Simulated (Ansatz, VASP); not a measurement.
## One calculation of PbSe, two programs

POSCAR

```
PbSe
1.0
    0.0000000000      3.1017896211      3.1017896211
    3.1017896211      0.0000000000      3.1017896211
    3.1017896211      3.1017896211      0.0000000000
Pb Se
1 1
Direct
    0.5000000000      0.5000000000      0.5000000000
    0.0000000000      0.0000000000      0.0000000000
```

The input INCAR.step1:

```
SYSTEM = PbSe
PREC = Accurate
ENCUT = 520
ISMEAR = 0
SIGMA = 0.05
LREAL = .False.
LASPH = .True.
NELM = 80
NBANDS = 17
GGA = PE
ALGO = Normal
EDIFF = 1E-4
LWAVE = .True.
LCHARG = .False.
```

The input INCAR.step2:

```
SYSTEM = PbSe
PREC = Accurate
ENCUT = 520
EDIFF = 1E-7
ISMEAR = 0
SIGMA = 0.05
LREAL = .False.
LASPH = .True.
NELM = 80
ALGO = Normal
ISIF = 2
LWAVE = .False.
LCHARG = .False.
METAGGA = R2SCAN
LMIXTAU = .True.
NBANDS = 17
ISTART = 1
```

KPOINTS

```
Automatic mesh
0
Gamma
  10 10 10
  0 0 0
```

Input for Ansatz:

```yaml
crystal:
  lattice:
    - [0.0, 3.1017896211, 3.1017896211]
    - [3.1017896211, 0.0, 3.1017896211]
    - [3.1017896211, 3.1017896211, 0.0]
  atoms:
    - { symbol: Pb, position: [0.5, 0.5, 0.5] }
    - { symbol: Se, position: [0.0, 0.0, 0.0] }
basis:
  ecutwfc: 500
  ecutrho_ratio: 4
kpoints:
  mp_grid: { grid: [10, 10, 10] }
hamiltonian:
  xc: r2scan
scf:
  occupations: { method: gaussian, width: 0.05 }
output:
  forces: true
  stress: true
  eigenvalues: true
```

Alike in both runs: task single point; functional r2SCAN; k mesh 10 × 10 × 10; occupations gaussian, width 0.05 eV; no spin polarisation.

```csv
,VASP,Ansatz
version,VASP 6.6.1,Ansatz 0.2.0
potentials or method,"VASP PAW PBE potentials, release 64 (Pb_d, Se), cutoff 520 eV","scalar-relativistic, plane waves, PAW"
valence electrons in the cell,20,30
```

Ansatz gave:

* gap on the k mesh at the Fermi level (eV): 0.70
* least direct gap on the mesh (eV): 0.70
* pressure (GPa): -0.6

Question: Which values does VASP return?

Answer: gap on the k mesh at the Fermi level (eV): 0.71; least direct gap on the mesh (eV): 0.71; pressure (GPa): -0.6.

VASP's potentials were made for PBE, not for r2SCAN. With one functional, cell and mesh, what is left measures potentials, basis and numerics. VASP's potentials hold 20 valence electrons a cell and Ansatz's 30, so a difference there can come from the potentials and not from the codes.

Spin-orbit coupling is off throughout.
